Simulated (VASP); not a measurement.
# Au (Im-3m) in VASP: a series of runs

The runs below take Au through single point, with PBEsol.

Program: VASP 6.6.1. These are calculated values, not measurements. Logs are shortened: lines on timing, memory, paths and dates and some standing lists are left out, and cuts for length are marked.

## Step 1: The cell of the first run

The structure is cubic, space group Im-3m (No. 229). Conventional cell: a = 3.084 Å, b = 3.084 Å, c = 3.084 Å, α = 90.00°, β = 90.00°, γ = 90.00°. Au (site symmetry m-3m) has 14 Au at 2.67 to 3.08 Å within 3.5 Å.

## Step 2: Single point, PBEsol

The input, INCAR:

```
SYSTEM = Au
PREC     = Accurate       ! precision mode
ENCUT    = 500            ! plane-wave cutoff, eV
EDIFF    = 1E-6           ! SCF threshold, eV
ISMEAR   = 0              ! smearing method
SIGMA    = 0.1            ! smearing width, eV
LREAL    = .False.        ! projectors in reciprocal space
LASPH    = .True.         ! aspherical terms in the spheres
NELM     = 120            ! most SCF steps
ALGO     = Normal         ! electronic algorithm
ISIF     = 2              ! what is computed and relaxed
LWAVE    = .False.        ! write WAVECAR
LCHARG   = .False.        ! write CHGCAR
GGA      = PS             ! functional
NBANDS   = 12             ! bands
GGA_COMPAT= .False.
```

The input, KPOINTS:

```
Automatic mesh
0
Gamma
  10 10 10
  0 0 0
```

The input, POSCAR:

```
Au
1.0
   -1.5417618962      1.5417618962      1.5417618962
    1.5417618962     -1.5417618962      1.5417618962
    1.5417618962      1.5417618962     -1.5417618962
Au
1
Direct
    0.0000000000      0.0000000000      0.0000000000
```

Potentials or basis: VASP PAW PBE potentials, release 64 (Au).

Started as:

```
$ cat potpaw_PBE.64/Au/POTCAR > POTCAR
$ mpirun -np 1 vasp_std > vasp.out
```

OUTCAR:

```text
SYSTEM = Au
   PREC = Accurate
   ENCUT = 500
   EDIFF = 1E-6
   ISMEAR = 0
   LREAL = .False.
   LASPH = .True.
   NELM = 120
   ISIF = 2
   GGA = PS

 ion  position               nearest neighbor table
   1  0.000  0.000  0.000-

  LATTYP: Found a body centered cubic cell.
 ALAT       =     3.0835237924

  Lattice vectors:

 A1 = (  -1.5417618962,   1.5417618962,   1.5417618962)
 A2 = (   1.5417618962,  -1.5417618962,   1.5417618962)
 A3 = (   1.5417618962,   1.5417618962,  -1.5417618962)

Analysis of symmetry for initial positions (statically):
=====================================================================
 Subroutine PRICEL returns:
 Original cell was already a primitive cell.

 Routine SETGRP: Setting up the symmetry group for a
 body centered cubic supercell.

 Subroutine GETGRP returns: Found 48 space group operations
 (whereof 48 operations were pure point group operations)
 out of a pool of 48 trial point group operations.

The static configuration has the point symmetry O_h .

Analysis of symmetry for dynamics (positions and initial velocities):
=====================================================================
 Subroutine PRICEL returns:
 Original cell was already a primitive cell.

 Routine SETGRP: Setting up the symmetry group for a
 body centered cubic supercell.

 Subroutine GETGRP returns: Found 48 space group operations
 (whereof 48 operations were pure point group operations)
 out of a pool of 48 trial point group operations.

The dynamic configuration has the point symmetry O_h .

 Subroutine INISYM returns: Found 48 space group operations
 (whereof 48 operations are pure point group operations),
 and found     1 'primitive' translations

----------------------------------------------------------------------------------------

                                     Primitive cell

  volume of cell :      14.6593

  direct lattice vectors                    reciprocal lattice vectors
    -1.541761896  1.541761896  1.541761896     0.000000000  0.324304292  0.324304292
     1.541761896 -1.541761896  1.541761896     0.324304292  0.000000000  0.324304292
     1.541761896  1.541761896 -1.541761896     0.324304292  0.324304292  0.000000000

  length of vectors
     2.670409937  2.670409937  2.670409937     0.458635528  0.458635528  0.458635528

  position of ions in fractional coordinates (direct lattice)
     0.000000000  0.000000000  0.000000000

  ion indices of the primitive-cell ions
   primitive index   ion index
                 1           1

----------------------------------------------------------------------------------------

 KPOINTS: Automatic mesh

Automatic generation of k-mesh.
 Grid dimensions read from file:
 generate k-points for:   10   10   10

 Generating k-lattice:

  Cartesian coordinates                     Fractional coordinates (reciprocal lattice)
     0.000000000  0.032430429  0.032430429     0.100000000  0.000000000  0.000000000
     0.032430429  0.000000000  0.032430429     0.000000000  0.100000000  0.000000000
     0.032430429  0.032430429  0.000000000     0.000000000  0.000000000  0.100000000

  Length of vectors
     0.045863553  0.045863553  0.045863553

  Shift w.r.t. Gamma in fractional coordinates (k-lattice)
     0.000000000  0.000000000  0.000000000

 Subroutine IBZKPT returns following result:
 ===========================================

 Found     47 irreducible k-points:

 Following reciprocal coordinates:
            Coordinates               Weight
  0.000000  0.000000  0.000000      1.000000
  0.100000  0.000000  0.000000     12.000000
  0.200000  0.000000  0.000000     12.000000
  0.300000  0.000000  0.000000     12.000000
  0.400000  0.000000  0.000000     12.000000
  0.500000  0.000000  0.000000      6.000000
[... 16 lines left out ...]
  0.300000  0.300000  0.100000      8.000000
 -0.300000  0.300000  0.100000     24.000000
 [... further k-points ...]
   k-points           NKPTS =     47   k-points in BZ     NKDIM =     47   number of bands    NBANDS=     12
   number of dos      NEDOS =    301   number of ions     NIONS =      1
   total plane-waves  NPLWV =   8000
   dimension x,y,z NGX =    20 NGY =   20 NGZ =   20
   dimension x,y,z NGXF=    40 NGYF=   40 NGZF=   40
   ions per type =               1
   NGX,Y,Z   is equivalent  to a cutoff of  12.45, 12.45, 12.45 a.u.
   NGXF,Y,Z  is equivalent  to a cutoff of  24.90, 24.90, 24.90 a.u.
 SYSTEM =  Au
   PREC   = accura    normal or accurate (medium, high low for compatibility)
   ISTART =      0    job   : 0-new  1-cont  2-samecut
   ICHARG =      2    charge: 1-file 2-atom 10-const
   ISPIN  =      1    spin polarized calculation?
   LNONCOLLINEAR =      F non collinear calculations
   LSORBIT =      F    spin-orbit coupling
   LASPH  =      T    aspherical Exc in radial PAW
   ENCUT  =  500.0 eV  36.75 Ry    6.06 a.u.   4.87  4.87  4.87*2*pi/ulx,y,z
   NELM   =    120;   NELMIN=  2; NELMDL= -5     # of ELM steps
   EDIFF  = 0.1E-05   stopping-criterion for ELM
   LREAL  =      F    real-space projection
[... 7 lines left out ...]
   TEBEG  =    0.0;   TEEND  =   0.0 temperature during run
   PSTRESS=    0.0 pullay stress
   NELECT =      11.0000    total number of electrons
   NUPDOWN=      -1.0000    fix difference up-down
   EMIN   =  10.00;   EMAX   =-10.00  energy-range for DOS
   EFERMI =   0.00;   METHOD = LEGACY
   ISMEAR =     0;   SIGMA  =   0.10  broadening in eV -4-tet -1-fermi 0-gaus
   EFERMI_NEDOS =   21; number of points for ismear=-14 and -15
   IALGO  =     38    algorithm
   IMIX   =      4    mixing-type and parameters
     AMIX     =   0.40;   BMIX     =  1.00
     AMIX_MAG =   1.60;   BMIX_MAG =  1.00
  volume/ion in A,a.u.               =      14.66        98.93
  Fermi-wavevector in a.u.,A,eV,Ry     =   1.487653  2.811257 30.111225  2.213113
  Thomas-Fermi vector in A             =   2.600787
   LORBIT       =      0    0 simple, 1 ext, 2 COOP (PROOUT), +10 PAW based schemes
   GGA     = PS    functional components
   LHFCALC =     F    Hartree Fock is set to
   AEXX    =    0.0000 exact exchange contribution
   IVDW    =     0    specifies the selected vdW correction
   LEPSILON=     F    determine dielectric tensor
   LRPA    =     F    only Hartree local field effects (RPA)
 non-spin polarized calculation
 Gauss-broadening in eV      SIGMA  =   0.10
  energy-cutoff  :      500.00
  volume of cell :       14.66
 maximum number of plane-waves:       386
   NGX =  9   NGY =  9   NGZ =  9

 number of electron      11.0000004 magnetization

 Free energy of the ion-electron system (eV)
  ---------------------------------------------------
  ext. energy  EPLUGINS =         0.00000000
  ---------------------------------------------------
  free energy    TOTEN  =        -3.64338080 eV

  energy without entropy =       -3.64101078  energy(sigma->0) =       -3.64219579

 E-fermi :  12.1237     XC(G=0): -13.7962

 val. band max:       12.0812686723   @ k =   0.4000   0.1000   0.0000
 cond. band min:      12.2707764132   @ k =   0.5000   0.5000   0.1000
 fundamental gap:      0.1895077409
 Fermi energy:        12.1237406581

 k-point     1 :       0.0000    0.0000    0.0000
  band No.  band energies     occupation
      1       0.3907      2.00000
      2       6.2082      2.00000
      3       6.2082      2.00000
      4       6.2082      2.00000
      5       8.6856      2.00000
      6       8.6856      2.00000
      7      28.4187      0.00000
      8      28.4187      0.00000
      9      28.4187      0.00000
     10      38.7457      0.00000
     11      38.7457      0.00000
     12      39.2361      0.00000

 k-point     2 :       0.1000    0.0000    0.0000
  band No.  band energies     occupation
      1       0.8106      2.00000
      2       6.0546      2.00000
      3       6.2105      2.00000
      4       6.5367      2.00000
      5       8.5044      2.00000
      6       8.6974      2.00000
      7      28.5527      0.00000
      8      28.5986      0.00000
      9      29.0211      0.00000
     10      35.4229      0.00000
     11      35.8270      0.00000
     12      37.9744      0.00000

 k-point     3 :       0.2000    0.0000    0.0000
  band No.  band energies     occupation
      1       1.9209      2.00000
      2       5.6733      2.00000
      3       6.2180      2.00000
      4       7.4684      2.00000
      5       8.2678      2.00000
      6       8.7448      2.00000
      7      27.2569      0.00000
      8      28.0312      0.00000
      9      30.6929      0.00000
     10      33.7648      0.00000
     11      34.2202      0.00000
     12      34.7574      0.00000

 k-point     4 :       0.3000    0.0000    0.0000
  band No.  band energies     occupation
      1       3.0112      2.00000
      2       5.2374      2.00000
      3       6.7859      2.00000
      4       8.3468      2.00000
      5       8.8131      2.00000
      6       8.8377      2.00000
      7      23.2163      0.00000
      8      26.3311      0.00000
      9      31.0796      0.00000
     10      33.0434      0.00000
     11      34.4587      0.00000
     12      36.0371      0.00000

 k-point     5 :       0.4000    0.0000    0.0000
  band No.  band energies     occupation
      1       3.2466      2.00000
      2       4.9087      2.00000
      3       8.2896      2.00000
      4       8.9438      2.00000
      5       9.0721      2.00000
      6      10.1464      2.00000
      7      18.9545      0.00000
      8      24.8748      0.00000
      9      28.1666      0.00000
     10      35.3511      0.00000
     11      35.3982      0.00000
     12      36.8859      0.00000
[... 228 lines left out ...]
      1       4.4739      2.00000
      2       5.1273      2.00000
      3       6.6223      2.00000
      4       8.8190      2.00000
      5       9.0391      2.00000
      6      14.8678      0.00000
      7      17.1874      0.00000
      8      21.4802      0.00000
      9      24.2616      0.00000
     10      35.0870      0.00000
     11      37.1153      0.00000
     12      40.1955      0.00000

 k-point    22 :      -0.2000    0.2000    0.1000
  band No.  band energies     occupation
      1       2.3130      2.00000
      2       5.9762      2.00000
      3       6.2811      2.00000
      4       7.3792      2.00000
      5       7.6387      2.00000
      6       9.0758      2.00000
      7      27.4211      0.00000
      8      28.1517      0.00000
      9      30.5906      0.00000
     10      31.8531      0.00000
     11      34.8653      0.00000
     12      34.9004      0.00000

 k-point    23 :       0.3000    0.3000    0.1000
  band No.  band energies     occupation
      1       4.5575      2.00000
      2       5.9167      2.00000
      3       5.9167      2.00000
      4       8.9815      2.00000
      5       8.9815      2.00000
      6      15.6621      0.00000
      7      18.4759      0.00000
      8      18.4759      0.00000
      9      24.2457      0.00000
     10      36.0860      0.00000
     11      36.0860      0.00000
     12      42.6834      0.00000

 k-point    24 :      -0.3000    0.3000    0.1000
  band No.  band energies     occupation
      1       3.3883      2.00000
      2       5.5686      2.00000
      3       6.4422      2.00000
      4       7.8960      2.00000
      5       8.7308      2.00000
      6       9.2969      2.00000
      7      23.3618      0.00000
      8      26.7632      0.00000
      9      29.6438      0.00000
     10      33.3610      0.00000
     11      34.6284      0.00000
     12      35.1891      0.00000

 [... further k-points ...]
[... 5 lines left out ...]
  --------------------------------------------------------------------------------------
  -------------------------------------------------------------------------------------
  Total        3.6215138      3.6215138      3.6215138      0.0000000     -0.0000000      0.0000000
  in kB      395.8118677    395.8118677    395.8118677      0.0000000     -0.0000000      0.0000000
  external PRESSURE =     395.8118677 kB  Pullay stress =       0.0000000 kB

 VOLUME and BASIS-vectors are now :
 -----------------------------------------------------------------------------
  energy-cutoff  :      500.00
  volume of cell :       14.66
      direct lattice vectors                 reciprocal lattice vectors
    -1.541761896  1.541761896  1.541761896     0.000000000  0.324304292  0.324304292
     1.541761896 -1.541761896  1.541761896     0.324304292  0.000000000  0.324304292
     1.541761896  1.541761896 -1.541761896     0.324304292  0.324304292  0.000000000

 POSITION                                       TOTAL-FORCE (eV/Angst)
 -----------------------------------------------------------------------------------
      0.00000      0.00000      0.00000         0.000000      0.000000      0.000000
 -----------------------------------------------------------------------------------
    total drift:                                0.000000     -0.000000      0.000000

  FREE ENERGIE OF THE ION-ELECTRON SYSTEM (eV)
  ---------------------------------------------------
  free  energy   TOTEN  =        -3.6433807992 eV

  energy  without entropy=       -3.6410107827  energy(sigma->0) =       -3.64219579
```

Run time: 12 s. Hardware: 1 thread of Intel Xeon 8259CL, shared host; peak memory 0.13 GiB.

Results:

| Item | Value |
| --- | --- |
| Free energy | -3.6434 eV |
| Pressure | 39.6 GPa |

Caveat: the PAW data sets were made with another functional, which shifts forces and pressure a little; spin-orbit coupling is left out, which moves the levels of the heavy elements.

## Step 3: Single point, PBEsol

This run uses another cell than the first one, of 13.98 Å³/atom, 0.954 times its volume.

The input, INCAR:

```
PREC     = Accurate       # precision mode
ENCUT    = 500            # plane-wave cutoff, eV
EDIFF    = 1E-6           # SCF threshold, eV
ISMEAR   = 0              # smearing method
SIGMA    = 0.1            # smearing width, eV
LREAL    = False          # projectors in reciprocal space
LASPH    = True           # aspherical terms in the spheres
NELM     = 120            # most SCF steps
ALGO     = Normal         # electronic algorithm
ISIF     = 2              # what is computed and relaxed
LWAVE    = False          # write WAVECAR
LCHARG   = True           # write CHGCAR
GGA      = PS             # functional
LELF     = True           # ELF
LVHAR    = True         
NBANDS   = 12             # bands
GGA_COMPAT= False
```

The input, KPOINTS:

```
Automatic mesh
0
Gamma
  10 10 10
```

The input, POSCAR:

```
Au
1.0
   -1.5176526099      1.5176526099      1.5176526099
    1.5176526099     -1.5176526099      1.5176526099
    1.5176526099      1.5176526099     -1.5176526099
Au
1
Direct
    0.0000000000      0.0000000000      0.0000000000
```

Potentials or basis: VASP PAW PBE potentials, release 64 (Au).

Started as:

```
$ cat potpaw_PBE.64/Au/POTCAR > POTCAR
$ mpirun -np 1 vasp_std > vasp.out
```

Run time: 14 s. Hardware: 1 thread of Intel Xeon 8259CL, shared host; peak memory 0.13 GiB.

The run converged. Its results:

```yaml
Free_energy: -3.4350 eV
Pressure: 59.6 GPa
```

Levels at points of the mesh, in eV from the Fermi level:
```csv
k point,band 4,band 5,band 6,band 7,band 8,band 9
"(0.00, 0.00, 0.00)",-6.26,-3.60,-3.60,16.20,16.20,16.20
"(0.50, 0.00, 0.00)",-3.25,-1.73,-1.34,4.82,12.14,15.25
"(0.50, 0.50, 0.50)",-1.91,-1.91,6.34,6.34,6.34,12.23
```

Caveat: the PAW data sets were made with another functional, which shifts forces and pressure a little; spin-orbit coupling is left out, which moves the levels of the heavy elements.
